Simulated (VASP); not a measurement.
# Mn (Im-3m) in VASP: single point with r2SCAN

Aim: the single point of Mn with r2SCAN.

Program: VASP 6.6.1. These are calculated values, not measurements. Logs are shortened: lines on timing, memory, paths and dates and some standing lists are left out, and cuts for length are marked.

## Step 1: The cell of the first run

The structure is cubic, space group Im-3m (No. 229). Conventional cell: a = 3.071 Å, b = 3.071 Å, c = 3.071 Å, α = 90.00°, β = 90.00°, γ = 90.00°. Mn (site symmetry m-3m) has 14 Mn at 2.66 to 3.07 Å within 3.5 Å.

## Step 2: Single point, r2SCAN

Contents of POSCAR:

```
Mn
1.0
   -1.5353690000      1.5353690000      1.5353690000
    1.5353690000     -1.5353690000      1.5353690000
    1.5353690000      1.5353690000     -1.5353690000
Mn
1
Direct
    0.0000000000      0.0000000000      0.0000000000
```

Contents of INCAR.step1:

```
PREC = Accurate ; ENCUT = 520
ISMEAR = -1 ; SIGMA = 0.1
LREAL = F ; LASPH = T
NELM = 100 ; NBANDS = 12
GGA = PE ; ALGO = Normal
EDIFF = 1E-4 ; LWAVE = T
LCHARG = F
```

Contents of INCAR.step2:

```
PREC = Accurate ; ENCUT = 520
EDIFF = 1E-7 ; ISMEAR = -1
SIGMA = 0.1 ; LREAL = F
LASPH = T ; NELM = 100
ALGO = Normal ; ISIF = 2
LWAVE = F ; LCHARG = F
METAGGA = R2SCAN ; LMIXTAU = T
NBANDS = 12 ; ISTART = 1
```

Contents of KPOINTS:

```
Automatic mesh
0
Gamma
  15 15 15
```

Potentials or basis: VASP PAW PBE potentials, release 64 (Mn_pv).

The run is started by

```bash
> cat potpaw_PBE.64/Mn_pv/POTCAR > POTCAR
> cp INCAR.step1 INCAR
> mpirun -np 1 vasp_std > vasp.out
> cp INCAR.step2 INCAR
> mpirun -np 1 vasp_std > vasp.out
```

OUTCAR:

```text
PREC = Accurate
   ENCUT = 520
   EDIFF = 1E-7
   ISMEAR = -1
   LREAL = F
   LASPH = T
   NELM = 100
   ISIF = 2
   METAGGA = R2SCAN
   ISTART = 1

 ion  position               nearest neighbor table
   1  0.000  0.000  0.000-

  LATTYP: Found a body centered cubic cell.
 ALAT       =     3.0707380000

  Lattice vectors:

 A1 = (  -1.5353690000,   1.5353690000,   1.5353690000)
 A2 = (   1.5353690000,  -1.5353690000,   1.5353690000)
 A3 = (   1.5353690000,   1.5353690000,  -1.5353690000)

Analysis of symmetry for initial positions (statically):
=====================================================================
 Subroutine PRICEL returns:
 Original cell was already a primitive cell.

 Routine SETGRP: Setting up the symmetry group for a
 body centered cubic supercell.

 Subroutine GETGRP returns: Found 48 space group operations
 (whereof 48 operations were pure point group operations)
 out of a pool of 48 trial point group operations.

The static configuration has the point symmetry O_h .

Analysis of symmetry for dynamics (positions and initial velocities):
=====================================================================
 Subroutine PRICEL returns:
 Original cell was already a primitive cell.

 Routine SETGRP: Setting up the symmetry group for a
 body centered cubic supercell.

 Subroutine GETGRP returns: Found 48 space group operations
 (whereof 48 operations were pure point group operations)
 out of a pool of 48 trial point group operations.

The dynamic configuration has the point symmetry O_h .

 Subroutine INISYM returns: Found 48 space group operations
 (whereof 48 operations are pure point group operations),
 and found     1 'primitive' translations

----------------------------------------------------------------------------------------

                                     Primitive cell

  volume of cell :      14.4777

  direct lattice vectors                    reciprocal lattice vectors
    -1.535369000  1.535369000  1.535369000     0.000000000  0.325654615  0.325654615
     1.535369000 -1.535369000  1.535369000     0.325654615  0.000000000  0.325654615
     1.535369000  1.535369000 -1.535369000     0.325654615  0.325654615  0.000000000

  length of vectors
     2.659337116  2.659337116  2.659337116     0.460545173  0.460545173  0.460545173

  position of ions in fractional coordinates (direct lattice)
[... 82 lines left out ...]
   NFREE  =      0    steps in history (QN), initial steepest desc. (CG)
   ISIF   =      2    stress and relaxation
   ISYM   =      2    0-nonsym 1-usesym 2-fastsym
   POTIM  = 0.5000    time-step for ionic-motion
   TEBEG  =    0.0;   TEEND  =   0.0 temperature during run
   PSTRESS=    0.0 pullay stress
   NELECT =      13.0000    total number of electrons
   NUPDOWN=      -1.0000    fix difference up-down
   EMIN   =  10.00;   EMAX   =-10.00  energy-range for DOS
   EFERMI =   0.00;   METHOD = LEGACY
   ISMEAR =    -1;   SIGMA  =   0.10  broadening in eV -4-tet -1-fermi 0-gaus
   EFERMI_NEDOS =   21; number of points for ismear=-14 and -15
   IALGO  =     38    algorithm
   IMIX   =      4    mixing-type and parameters
     AMIX     =   0.40;   BMIX     =  1.00
     AMIX_MAG =   1.60;   BMIX_MAG =  1.00
  volume/ion in A,a.u.               =      14.48        97.70
  Fermi-wavevector in a.u.,A,eV,Ry     =   1.579392  2.984618 33.939435  2.494478
  Thomas-Fermi vector in A             =   2.679778
   LORBIT       =      0    0 simple, 1 ext, 2 COOP (PROOUT), +10 PAW based schemes
   METAGGA = R2SCAN    functional components
   LHFCALC =     F    Hartree Fock is set to
   AEXX    =    0.0000 exact exchange contribution
   IVDW    =     0    specifies the selected vdW correction
   LEPSILON=     F    determine dielectric tensor
   LRPA    =     F    only Hartree local field effects (RPA)
 non-spin polarized calculation
  energy-cutoff  :      520.00
  volume of cell :       14.48
 maximum number of plane-waves:       402
   NGX =  9   NGY =  9   NGZ =  9

 number of electron      12.9999982 magnetization

 Free energy of the ion-electron system (eV)
  ---------------------------------------------------
  ext. energy  EPLUGINS =         0.00000000
  ---------------------------------------------------
  free energy    TOTEN  =       -13.48037077 eV

  energy without entropy =      -13.39318791  energy(sigma->0) =      -13.43677934

 E-fermi :   6.9511     XC(G=0): -13.4605

 val. band max:        6.9491186686   @ k =  -0.3333   0.4000   0.0667
 cond. band min:       7.0040566099   @ k =  -0.3333   0.3333   0.0667
 fundamental gap:      0.0549379413
 Fermi energy:         6.9510532372

 k-point     1 :       0.0000    0.0000    0.0000
  band No.  band energies     occupation
      1     -42.8987      2.00000
      2     -42.8986      2.00000
      3     -42.8986      2.00000
      4      -0.7390      2.00000
      5       5.7149      1.99999
      6       5.7151      1.99999
      7       5.7151      1.99999
      8       7.3729      0.02903
      9       7.3729      0.02902
     10      29.0415      0.00000
     11      29.0417      0.00000
     12      29.0417      0.00000
[... 331 lines left out ...]
 k-point    24 :       0.4000    0.2000    0.0000
  band No.  band energies     occupation
      1     -43.1547      2.00000
      2     -43.0351      2.00000
      3     -42.9270      2.00000
      4       3.9131      2.00000
      5       4.7940      2.00000
      6       5.5903      2.00000
      7       7.2163      0.13167
      8       7.5861      0.00349
      9      10.6553      0.00000
     10      13.8273      0.00000
     11      18.3442      0.00000
     12      24.1323      0.00000

 [... further k-points ...]

------------------------ aborting loop because EDIFF is reached ----------------------------------------

  FORCE on cell =-STRESS in cart. coord.  units (eV):
  Direction    XX          YY          ZZ          XY          YZ          ZX
  --------------------------------------------------------------------------------------
  -------------------------------------------------------------------------------------
  Total       -4.2161422     -4.2161422     -4.2161422     -0.0000000      0.0000000      0.0000000
  in kB     -466.5815256   -466.5815256   -466.5815256     -0.0000000      0.0000000      0.0000000
  external PRESSURE =    -466.5815256 kB  Pullay stress =       0.0000000 kB

 VOLUME and BASIS-vectors are now :
 -----------------------------------------------------------------------------
  energy-cutoff  :      520.00
  volume of cell :       14.48
      direct lattice vectors                 reciprocal lattice vectors
    -1.535369000  1.535369000  1.535369000     0.000000000  0.325654615  0.325654615
     1.535369000 -1.535369000  1.535369000     0.325654615  0.000000000  0.325654615
     1.535369000  1.535369000 -1.535369000     0.325654615  0.325654615  0.000000000

 POSITION                                       TOTAL-FORCE (eV/Angst)
 -----------------------------------------------------------------------------------
      0.00000      0.00000      0.00000         0.000000     -0.000000     -0.000000
 -----------------------------------------------------------------------------------
    total drift:                                0.000000     -0.000000      0.000000

  FREE ENERGIE OF THE ION-ELECTRON SYSTEM (eV)
  ---------------------------------------------------
  free  energy   TOTEN  =       -13.4803707661 eV

  energy  without entropy=      -13.3931879060  energy(sigma->0) =      -13.43677934
```

OSZICAR.step1:

```text
N       E                     dE             d eps       ncg     rms          rms(c)
DAV:   1     0.837234937804E+02    0.83723E+02   -0.79513E+03  2884   0.129E+03
DAV:   2    -0.850132310835E+01   -0.92225E+02   -0.88808E+02  2936   0.311E+02
DAV:   3    -0.100918722236E+02   -0.15905E+01   -0.15847E+01  3128   0.486E+01
DAV:   4    -0.101048889205E+02   -0.13017E-01   -0.13016E-01  3052   0.428E+00
DAV:   5    -0.101051191249E+02   -0.23020E-03   -0.23020E-03  3136   0.565E-01    0.109E+01
DAV:   6    -0.848803614295E+01    0.16171E+01   -0.79228E+00  2932   0.485E+01    0.400E+00
DAV:   7    -0.826375549024E+01    0.22428E+00   -0.74413E-01  2932   0.151E+01    0.110E+00
DAV:   8    -0.825288854754E+01    0.10867E-01   -0.90479E-03  3200   0.143E+00    0.488E-01
DAV:   9    -0.825138113224E+01    0.15074E-02   -0.15617E-03  2896   0.630E-01    0.358E-02
DAV:  10    -0.825137733133E+01    0.38009E-05   -0.26877E-05  1520   0.761E-02
   1 F= -.82513773E+01 E0= -.81974743E+01  d E =-.107806E+00
```

Wall time 2.1 min (1 thread of Intel Xeon 8259CL, shared host); peak memory 0.14 GiB.

What came out:

```yaml
Free_energy: -13.4804 eV
Pressure: -46.7 GPa
```

Caveat: the PAW data sets were made with another functional, which shifts forces and pressure a little; the run has no spin polarisation, though such a crystal can be magnetic. Spin polarisation is off, so any magnetic state and its effect on volume and gap are missing.
